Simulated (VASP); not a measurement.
# Lu (Im-3m) in VASP: a series of runs

Lu is run at these levels: PBEsol; tasks: single point.

All numbers are computed with VASP 6.6.1; they aren't measurements. Logs are shortened: lines on timing, memory, paths and dates and some standing lists are left out, and cuts for length are marked.

## 1. The cell of the first run

It takes space group Im-3m (No. 229, cubic). The conventional cell has a = 3.517 Å, b = 3.517 Å, c = 3.517 Å, α = 90.00°, β = 90.00°, γ = 90.00°. Within 4.0 Å of Lu (site symmetry m-3m) lie 14 Lu at 3.05 to 3.52 Å.

This isn't the form of Lu at room conditions, which is hcp.

## 2. Single point, PBEsol (21.75 Å³/atom)

The input, INCAR:

```
PREC = Accurate ; ENCUT = 520
EDIFF = 1E-7 ; ISMEAR = -1
SIGMA = 0.05 ; LREAL = F
LASPH = T ; NELM = 100
ALGO = Normal ; ISIF = 2
LWAVE = F ; LCHARG = F
GGA = PS ; NBANDS = 18
```

The input, KPOINTS:

```
Automatic mesh
0
Gamma
  16 16 16
```

The input, POSCAR:

```
Lu
1.0
   -1.7584992735      1.7584992735      1.7584992735
    1.7584992735     -1.7584992735      1.7584992735
    1.7584992735      1.7584992735     -1.7584992735
Lu
1
Direct
    0.0000000000      0.0000000000      0.0000000000
```

Potentials or basis: VASP PAW PBE potentials, release 64 (Lu).

Launch:

```bash
$ cat potpaw_PBE.64/Lu/POTCAR > POTCAR
$ mpirun -np 1 vasp_std > vasp.out
```

OUTCAR:

```text
PREC = Accurate
   ENCUT = 520
   EDIFF = 1E-7
   ISMEAR = -1
   LREAL = F
   LASPH = T
   NELM = 100
   ISIF = 2
   GGA = PS

 ion  position               nearest neighbor table
   1  0.000  0.000  0.000-

  LATTYP: Found a body centered cubic cell.
 ALAT       =     3.5169985470

  Lattice vectors:

 A1 = (  -1.7584992735,   1.7584992735,   1.7584992735)
 A2 = (   1.7584992735,  -1.7584992735,   1.7584992735)
 A3 = (   1.7584992735,   1.7584992735,  -1.7584992735)

Analysis of symmetry for initial positions (statically):
=====================================================================
 Subroutine PRICEL returns:
 Original cell was already a primitive cell.

 Routine SETGRP: Setting up the symmetry group for a
 body centered cubic supercell.

 Subroutine GETGRP returns: Found 48 space group operations
 (whereof 48 operations were pure point group operations)
 out of a pool of 48 trial point group operations.

The static configuration has the point symmetry O_h .

Analysis of symmetry for dynamics (positions and initial velocities):
=====================================================================
 Subroutine PRICEL returns:
 Original cell was already a primitive cell.

 Routine SETGRP: Setting up the symmetry group for a
 body centered cubic supercell.

 Subroutine GETGRP returns: Found 48 space group operations
 (whereof 48 operations were pure point group operations)
 out of a pool of 48 trial point group operations.

The dynamic configuration has the point symmetry O_h .

 Subroutine INISYM returns: Found 48 space group operations
 (whereof 48 operations are pure point group operations),
 and found     1 'primitive' translations

----------------------------------------------------------------------------------------

                                     Primitive cell

  volume of cell :      21.7514

  direct lattice vectors                    reciprocal lattice vectors
    -1.758499274  1.758499274  1.758499274     0.000000000  0.284333356  0.284333356
     1.758499274 -1.758499274  1.758499274     0.284333356  0.000000000  0.284333356
     1.758499274  1.758499274 -1.758499274     0.284333356  0.284333356  0.000000000

  length of vectors
     3.045810087  3.045810087  3.045810087     0.402108088  0.402108088  0.402108088

  position of ions in fractional coordinates (direct lattice)
     0.000000000  0.000000000  0.000000000

  ion indices of the primitive-cell ions
   primitive index   ion index
                 1           1

----------------------------------------------------------------------------------------

 KPOINTS: Automatic mesh

Automatic generation of k-mesh.
 Grid dimensions read from file:
 generate k-points for:   16   16   16

 Generating k-lattice:

  Cartesian coordinates                     Fractional coordinates (reciprocal lattice)
     0.000000000  0.017770835  0.017770835     0.062500000  0.000000000  0.000000000
     0.017770835  0.000000000  0.017770835     0.000000000  0.062500000  0.000000000
     0.017770835  0.017770835  0.000000000     0.000000000  0.000000000  0.062500000

  Length of vectors
     0.025131756  0.025131756  0.025131756

  Shift w.r.t. Gamma in fractional coordinates (k-lattice)
     0.000000000  0.000000000  0.000000000

 Subroutine IBZKPT returns following result:
 ===========================================

 Found    145 irreducible k-points:

 Following reciprocal coordinates:
            Coordinates               Weight
  0.000000  0.000000  0.000000      1.000000
  0.062500  0.000000  0.000000     12.000000
  0.125000  0.000000  0.000000     12.000000
  0.187500  0.000000  0.000000     12.000000
  0.250000  0.000000  0.000000     12.000000
  0.312500  0.000000  0.000000     12.000000
[... 16 lines left out ...]
  0.187500  0.187500  0.000000     24.000000
  0.250000  0.187500  0.000000     48.000000
 [... further k-points ...]
   k-points           NKPTS =    145   k-points in BZ     NKDIM =    145   number of bands    NBANDS=     18
   number of dos      NEDOS =    301   number of ions     NIONS =      1
   total plane-waves  NPLWV =  13824
   dimension x,y,z NGX =    24 NGY =   24 NGZ =   24
   dimension x,y,z NGXF=    48 NGYF=   48 NGZF=   48
   ions per type =               1
   NGX,Y,Z   is equivalent  to a cutoff of  13.10, 13.10, 13.10 a.u.
   NGXF,Y,Z  is equivalent  to a cutoff of  26.20, 26.20, 26.20 a.u.
 SYSTEM =  unknown system
   PREC   = accura    normal or accurate (medium, high low for compatibility)
   ISTART =      0    job   : 0-new  1-cont  2-samecut
   ICHARG =      2    charge: 1-file 2-atom 10-const
   ISPIN  =      1    spin polarized calculation?
   LNONCOLLINEAR =      F non collinear calculations
   LSORBIT =      F    spin-orbit coupling
   LASPH  =      T    aspherical Exc in radial PAW
   ENCUT  =  520.0 eV  38.22 Ry    6.18 a.u.   5.66  5.66  5.66*2*pi/ulx,y,z
   NELM   =    100;   NELMIN=  2; NELMDL= -5     # of ELM steps
   EDIFF  = 0.1E-06   stopping-criterion for ELM
   LREAL  =      F    real-space projection
   EDIFFG = 0.1E-05   stopping-criterion for IOM
   NSW    =      0    number of steps for IOM
   IBRION =     -1    ionic relax: 0-MD 1-quasi-New 2-CG
   NFREE  =      0    steps in history (QN), initial steepest desc. (CG)
   ISIF   =      2    stress and relaxation
   ISYM   =      2    0-nonsym 1-usesym 2-fastsym
   POTIM  = 0.5000    time-step for ionic-motion
   TEBEG  =    0.0;   TEEND  =   0.0 temperature during run
   PSTRESS=    0.0 pullay stress
   NELECT =      25.0000    total number of electrons
   NUPDOWN=      -1.0000    fix difference up-down
   EMIN   =  10.00;   EMAX   =-10.00  energy-range for DOS
   EFERMI =   0.00;   METHOD = LEGACY
   ISMEAR =    -1;   SIGMA  =   0.05  broadening in eV -4-tet -1-fermi 0-gaus
   EFERMI_NEDOS =   21; number of points for ismear=-14 and -15
   IALGO  =     38    algorithm
   IMIX   =      4    mixing-type and parameters
     AMIX     =   0.40;   BMIX     =  1.00
     AMIX_MAG =   1.60;   BMIX_MAG =  1.00
  volume/ion in A,a.u.               =      21.75       146.79
  Fermi-wavevector in a.u.,A,eV,Ry     =   1.714849  3.240595 40.010766  2.940708
  Thomas-Fermi vector in A             =   2.792331
   LORBIT       =      0    0 simple, 1 ext, 2 COOP (PROOUT), +10 PAW based schemes
   GGA     = PS    functional components
   LHFCALC =     F    Hartree Fock is set to
   AEXX    =    0.0000 exact exchange contribution
   IVDW    =     0    specifies the selected vdW correction
   LEPSILON=     F    determine dielectric tensor
   LRPA    =     F    only Hartree local field effects (RPA)
 non-spin polarized calculation
  energy-cutoff  :      520.00
  volume of cell :       21.75
 maximum number of plane-waves:       604
   NGX = 11   NGY = 11   NGZ = 11

 number of electron      25.0000003 magnetization

 Free energy of the ion-electron system (eV)
  ---------------------------------------------------
  ext. energy  EPLUGINS =         0.00000000
  ---------------------------------------------------
  free energy    TOTEN  =        -4.52399990 eV

  energy without entropy =       -4.50856284  energy(sigma->0) =       -4.51628137

 E-fermi :   3.4475     XC(G=0): -12.3028

 val. band max:        3.4465951980   @ k =   0.5000   0.0000   0.0000
 cond. band min:       3.4518661787   @ k =   0.3750   0.1875   0.0000
 fundamental gap:      0.0052709806
 Fermi energy:         3.4475030331

 k-point     1 :       0.0000    0.0000    0.0000
  band No.  band energies     occupation
      1     -52.3972      2.00000
      2     -22.4985      2.00000
      3     -22.4985      2.00000
      4     -22.4985      2.00000
      5      -3.4117      2.00000
      6      -1.3455      2.00000
[... 10 lines left out ...]
     17       8.8337      0.00000
     18      16.8046      0.00000

 k-point     2 :       0.0625    0.0000    0.0000
  band No.  band energies     occupation
      1     -52.3927      2.00000
      2     -22.5523      2.00000
      3     -22.5142      2.00000
      4     -22.4990      2.00000
      5      -3.2488      2.00000
      6      -1.3434      2.00000
[... 10 lines left out ...]
     17       8.8291      0.00000
     18      16.9777      0.00000

 k-point     3 :       0.1250    0.0000    0.0000
  band No.  band energies     occupation
      1     -52.3799      2.00000
      2     -22.7025      2.00000
      3     -22.5585      2.00000
      4     -22.5004      2.00000
      5      -2.7817      2.00000
      6      -1.3380      2.00000
[... 10 lines left out ...]
     17       8.8322      0.00000
     18      17.4150      0.00000

 k-point     4 :       0.1875    0.0000    0.0000
  band No.  band energies     occupation
      1     -52.3608      2.00000
      2     -22.9201      2.00000
      3     -22.6242      2.00000
      4     -22.5026      2.00000
      5      -2.0770      2.00000
      6      -1.3312      2.00000
[... 10 lines left out ...]
     17       8.8816      0.00000
     18      17.7742      0.00000

 k-point     5 :       0.2500    0.0000    0.0000
  band No.  band energies     occupation
      1     -52.3381      2.00000
      2     -23.1663      2.00000
      3     -22.7006      2.00000
      4     -22.5051      2.00000
      5      -1.3259      2.00000
      6      -1.3218      2.00000
[... 10 lines left out ...]
     17       9.0142      0.00000
     18      17.4047      0.00000

 k-point     6 :       0.3125    0.0000    0.0000
  band No.  band energies     occupation
      1     -52.3154      2.00000
      2     -23.4025      2.00000
      3     -22.7758      2.00000
      4     -22.5077      2.00000
      5      -1.3240      2.00000
      6      -1.2771      2.00000
[... 307 lines left out ...]
 k-point    21 :       0.3750    0.1250    0.0000
  band No.  band energies     occupation
      1     -52.2785      2.00000
      2     -23.6691      2.00000
      3     -22.9425      2.00000
      4     -22.5775      2.00000
      5      -1.3153      2.00000
      6      -1.2915      2.00000
[... 10 lines left out ...]
     17      12.7574      0.00000
     18      14.9740      0.00000

 k-point    22 :       0.4375    0.1250    0.0000
  band No.  band energies     occupation
      1     -52.2743      2.00000
      2     -23.7040      2.00000
      3     -22.9617      2.00000
      4     -22.5785      2.00000
      5      -1.3163      2.00000
      6      -1.2934      2.00000
[... 10 lines left out ...]
     17      13.4149      0.00000
     18      14.5614      0.00000

 k-point    23 :       0.1875    0.1875    0.0000
  band No.  band energies     occupation
      1     -52.3101      2.00000
      2     -23.3743      2.00000
      3     -22.8024      2.00000
      4     -22.5923      2.00000
      5      -1.3080      2.00000
      6      -1.2823      2.00000
[... 10 lines left out ...]
     17      10.1039      0.00000
     18      16.6490      0.00000

 k-point    24 :       0.2500    0.1875    0.0000
  band No.  band energies     occupation
      1     -52.2923      2.00000
      2     -23.4979      2.00000
      3     -22.9080      2.00000
      4     -22.6093      2.00000
      5      -1.3017      2.00000
      6      -1.2896      2.00000
[... 10 lines left out ...]
     17      11.3972      0.00000
     18      15.7516      0.00000

 [... further k-points ...]

------------------------ aborting loop because EDIFF is reached ----------------------------------------

  FORCE on cell =-STRESS in cart. coord.  units (eV):
  Direction    XX          YY          ZZ          XY          YZ          ZX
  --------------------------------------------------------------------------------------
  -------------------------------------------------------------------------------------
  Total        2.3355077      2.3355077      2.3355077     -0.0000000     -0.0000000      0.0000000
  in kB      172.0304426    172.0304426    172.0304426     -0.0000000     -0.0000000      0.0000000
  external PRESSURE =     172.0304426 kB  Pullay stress =       0.0000000 kB

 VOLUME and BASIS-vectors are now :
 -----------------------------------------------------------------------------
  energy-cutoff  :      520.00
  volume of cell :       21.75
      direct lattice vectors                 reciprocal lattice vectors
    -1.758499274  1.758499274  1.758499274     0.000000000  0.284333356  0.284333356
     1.758499274 -1.758499274  1.758499274     0.284333356  0.000000000  0.284333356
     1.758499274  1.758499274 -1.758499274     0.284333356  0.284333356  0.000000000

 POSITION                                       TOTAL-FORCE (eV/Angst)
 -----------------------------------------------------------------------------------
      0.00000      0.00000      0.00000         0.000000      0.000000      0.000000
 -----------------------------------------------------------------------------------
    total drift:                                0.000000      0.000000      0.000000

  FREE ENERGIE OF THE ION-ELECTRON SYSTEM (eV)
  ---------------------------------------------------
  free  energy   TOTEN  =        -4.5239998958 eV

  energy  without entropy=       -4.5085628385  energy(sigma->0) =       -4.51628137
```

Wall time 38 s (1 thread of Intel Xeon Platinum 8488C (Sapphire Rapids), shared host); peak memory 0.19 GiB.

What came out:

| Property | Result |
| --- | --- |
| Free energy | -4.5240 eV |
| Pressure | 17.2 GPa |
| Band gap on the k mesh | zero (an odd number of electrons rules out a gap without spin polarisation) |

Caveat: the cell stands under pressure; the PAW data sets were made with another functional, which shifts forces and pressure a little; spin-orbit coupling is left out, which moves the levels of the heavy elements.

[end of part 1 of 2]
